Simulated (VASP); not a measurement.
# NaTmI4 (F-43m) in VASP: further runs, part 2 of 2

VASP 6.6.1. Earlier steps stand in the parts before.

### 4 Relaxation of cell and atoms, PBE

Contents of INCAR:

```
PREC = Accurate
ENCUT = 500
EDIFF = 1E-7
ISMEAR = 0
SIGMA = 0.1
LREAL = False
LASPH = True
NELM = 200
ALGO = Normal
ISIF = 3
LWAVE = False
LCHARG = False
GGA = PE
IBRION = 2
NSW = 100
EDIFFG = -0.01
GGA_COMPAT = False
NELMIN = 4
LMAXMIX = 6
```

Contents of KPOINTS:

```
Automatic mesh
0
Gamma
  8 8 8
```

Contents of POSCAR:

```
NaTmI4
1.0
    0.0000000000      4.9347983600      4.9347983600
    4.9347983600      0.0000000000      4.9347983600
    4.9347983600      4.9347983600      0.0000000000
Na Tm I
1 1 4
Direct
    0.2500000000      0.2500000000      0.2500000000
    0.0000000000      0.0000000000      0.0000000000
    0.6248739500      0.1253781600      0.6248739500
    0.6248739500      0.6248739500      0.1253781600
    0.6248739500      0.6248739500      0.6248739500
    0.1253781600      0.6248739500      0.6248739500
```

Potentials or basis: VASP PAW PBE potentials, release 64 (Na_pv, Tm_3, I), 4f in core.

Command:

```bash
> cat potpaw_PBE.64/Na_pv/POTCAR potpaw_PBE.64/Tm_3/POTCAR potpaw_PBE.64/I/POTCAR > POTCAR
> mpirun -np 1 vasp_std > vasp.out
```

OUTCAR:

```text
PREC = Accurate
   ENCUT = 500
   EDIFF = 1E-7
   ISMEAR = 0
   LREAL = False
   LASPH = True
   NELM = 200
   ISIF = 3
   GGA = PE
   IBRION = 2
   NSW = 100
   EDIFFG = -0.01
   NELMIN = 4

 ion  position               nearest neighbor table
   1  0.250  0.250  0.250-
   2  0.000  0.000  0.000-
   3  0.625  0.125  0.625-   4 3.49   5 3.49   6 3.49   6 3.49   4 3.49   5 3.49
   4  0.625  0.625  0.125-   3 3.49   5 3.49   6 3.49   3 3.49   6 3.49   5 3.49
   5  0.625  0.625  0.625-   3 3.49   4 3.49   6 3.49   6 3.49   3 3.49   4 3.49
   6  0.125  0.625  0.625-   3 3.49   4 3.49   5 3.49   3 3.49   4 3.49   5 3.49

  LATTYP: Found a face centered cubic cell.
 ALAT       =     9.8695967200

  Lattice vectors:

 A1 = (   0.0000000000,   4.9347983600,   4.9347983600)
 A2 = (   4.9347983600,   0.0000000000,   4.9347983600)
 A3 = (   4.9347983600,   4.9347983600,   0.0000000000)

Analysis of symmetry for initial positions (statically):
=====================================================================
 Subroutine PRICEL returns:
 Original cell was already a primitive cell.

 Routine SETGRP: Setting up the symmetry group for a
[... 183 lines left out ...]
  Direction    XX          YY          ZZ          XY          YZ          ZX
  --------------------------------------------------------------------------------------
  -------------------------------------------------------------------------------------
  Total        1.0541426      1.0541426      1.0541426      0.0000000      0.0000000     -0.0000000
  in kB        7.0270286      7.0270286      7.0270286      0.0000000      0.0000000     -0.0000000
  external PRESSURE =       7.0270286 kB  Pullay stress =       0.0000000 kB
[... 187 lines left out ...]
--------------------------------------- Ionic step        6  -------------------------------------------

 number of electron      44.0000014 magnetization

 Free energy of the ion-electron system (eV)
  ---------------------------------------------------
  ext. energy  EPLUGINS =         0.00000000
  ---------------------------------------------------
  free energy    TOTEN  =       -10.70916977 eV

  energy without entropy =      -10.64622554  energy(sigma->0) =      -10.67769765

 E-fermi :   2.9641     XC(G=0):  -7.8904

 val. band max:        2.9635951884   @ k =   0.1250   0.1250   0.0000
 cond. band min:       2.9669310670   @ k =  -0.3750   0.2500   0.0000
 fundamental gap:      0.0033358786
 Fermi energy:         2.9641124711

 k-point     1 :       0.0000    0.0000    0.0000
  band No.  band energies     occupation
      1     -25.5796      2.00000
      2     -25.5796      2.00000
      3     -25.5796      2.00000
      4     -22.8261      2.00000
      5     -22.8261      2.00000
      6     -22.8261      2.00000
[... 685 lines left out ...]
     25       3.7734      0.00000
     26       3.8369      0.00000

 [... further k-points ...]

------------------------ aborting loop because EDIFF is reached ----------------------------------------

  FORCE on cell =-STRESS in cart. coord.  units (eV):
  Direction    XX          YY          ZZ          XY          YZ          ZX
  --------------------------------------------------------------------------------------
  -------------------------------------------------------------------------------------
  Total        0.0012382      0.0012382      0.0012382      0.0000000      0.0000000      0.0000000
  in kB        0.0079021      0.0079021      0.0079021      0.0000000      0.0000000      0.0000000
  external PRESSURE =       0.0079021 kB  Pullay stress =       0.0000000 kB
[... 21 lines left out ...]
  FREE ENERGIE OF THE ION-ELECTRON SYSTEM (eV)
  ---------------------------------------------------
  free  energy   TOTEN  =       -10.7091697704 eV

  energy  without entropy=      -10.6462255374  energy(sigma->0) =      -10.67769765

 reached required accuracy - stopping structural energy minimisation
```

OSZICAR:

```text
N       E                     dE             d eps       ncg     rms          rms(c)
DAV:   1     0.365989925207E+03    0.36599E+03   -0.17497E+04  1516   0.141E+03
DAV:   2     0.413264490188E+02   -0.32466E+03   -0.32024E+03  1872   0.388E+02
DAV:   3    -0.897294817753E+01   -0.50299E+02   -0.48736E+02  2088   0.111E+02
[... 69 lines left out ...]
DAV:   3    -0.107091710657E+02    0.33250E-05   -0.24350E-05  2264   0.291E-02    0.102E-02
DAV:   4    -0.107091693570E+02    0.17086E-05   -0.56221E-06  2280   0.131E-02    0.423E-03
DAV:   5    -0.107091695315E+02   -0.17450E-06   -0.11232E-06  2294   0.518E-03    0.383E-03
DAV:   6    -0.107091696729E+02   -0.14137E-06   -0.10679E-07  1144   0.177E-03    0.214E-03
DAV:   7    -0.107091697704E+02   -0.97522E-07   -0.43913E-08   892   0.158E-03
   6 F= -.10709170E+02 E0= -.10677698E+02  d E =-.215025E-03
```

CONTCAR:

```text
NaTmI4
   1.00000000000000
     0.0000000000000000    5.0069401927072477    5.0069401927072477
     5.0069401927072477    0.0000000000000000    5.0069401927072477
     5.0069401927072477    5.0069401927072477   -0.0000000000000000
  Na              Tm              I
     1     1     4
Direct
     0.2500000000000000    0.2500000000000000    0.2500000000000000
     0.0000000000000000    0.0000000000000000    0.0000000000000000
     0.6254997619307726    0.1235007242076832    0.6254997619307726
     0.6254997619307726    0.6254997619307726    0.1235007242076832
     0.6254997619307726    0.6254997619307726    0.6254997619307726
     0.1235007242076832    0.6254997619307726    0.6254997619307726

  0.00000000E+00  0.00000000E+00  0.00000000E+00
  0.00000000E+00  0.00000000E+00  0.00000000E+00
  0.00000000E+00  0.00000000E+00  0.00000000E+00
  0.00000000E+00  0.00000000E+00  0.00000000E+00
  0.00000000E+00  0.00000000E+00  0.00000000E+00
  0.00000000E+00  0.00000000E+00  0.00000000E+00
```

Wall time 12 min (1 thread of AMD EPYC 9R45 (Zen 5), shared host); peak memory 0.5 GiB.

What came out:

```
Free energy                           : -10.7092 eV
Relaxed volume                        : 41.84 Å³/atom
Relaxed cell                          : a = 7.081 Å, b = 7.081 Å, c = 7.081 Å, α = 60.00°, β = 60.00°, γ = 60.00°
Space group after relaxing (to 0.1 Å) : F-43m (No. 216)
Energy gained by relaxing             : 4.1 meV/atom
Ionic steps                           : 6
Pressure after relaxing               : 0.0 GPa
Band gap on the k mesh                : zero (bands 22 and 23 overlap by 0.32 eV)
```

Forces on the atoms (eV/Å):
```
Na   0.000  0.000  0.000
Tm   0.000  0.000  0.000
I   -0.002  0.002 -0.002
I   -0.002 -0.002  0.002
I    0.002  0.002  0.002
I    0.002 -0.002 -0.002
```

The path:
```
step  energy change (eV)  largest force (eV/Å)  pressure (GPa)  volume (Å³)
   1              0.0000                0.0902            0.70       240.35
   2             -0.0199                0.0538            0.27       246.51
   3             -0.0242                0.0291           -0.03       251.45
   4             -0.0242                0.0301           -0.01       251.22
   5             -0.0243                0.0156           -0.01       251.13
   6             -0.0244                0.0028            0.00       251.04
```

Final structure:
```
CELL_PARAMETERS angstrom
0.00000 5.00694 5.00694
5.00694 0.00000 5.00694
5.00694 5.00694 0.00000
ATOMIC_POSITIONS crystal
Na 0.25000 0.25000 0.25000
Tm 0.00000 0.00000 0.00000
I 0.62550 0.12350 0.62550
I 0.62550 0.62550 0.12350
I 0.62550 0.62550 0.62550
I 0.12350 0.62550 0.62550
```

Caveat: spin-orbit coupling is left out, which moves the levels of the heavy elements; the 4f electrons are frozen in the core, so they carry no moment and show no levels; the run has no spin polarisation, though such a crystal can be magnetic. Spin polarisation is off, so any magnetic state and its effect on volume and gap are missing.

### 5 Overview

| task | cell | k mesh | gap on the mesh (eV) | pressure (GPa) |
| --- | --- | --- | --- | --- |
| single point | a = 6.979 Å, angles 60.0°, 6 atoms | 4 × 4 × 4 | none | 0.7 |
| single point | a = 7.079 Å, angles 60.0°, 6 atoms | 8 × 8 × 8 | none | 0.0 |
| relaxation of cell and atoms | relaxed from a = 6.979 Å, angles 60.0°, 6 atoms | 8 × 8 × 8 | none | 0.0 |

Alike in all rows: level PBE; potentials or basis VASP PAW PBE potentials, release 64 (Na_pv, Tm_3, I), 4f in core; no spin polarisation; cutoff (eV) 500; smearing gaussian 0.1 eV.

Caveats: spin-orbit coupling is left out, which moves the levels of the heavy elements; the 4f electrons are frozen in the core, so they carry no moment and show no levels; the run has no spin polarisation, though such a crystal can be magnetic.

Absolute energies hang on the potentials; compare differences alone.
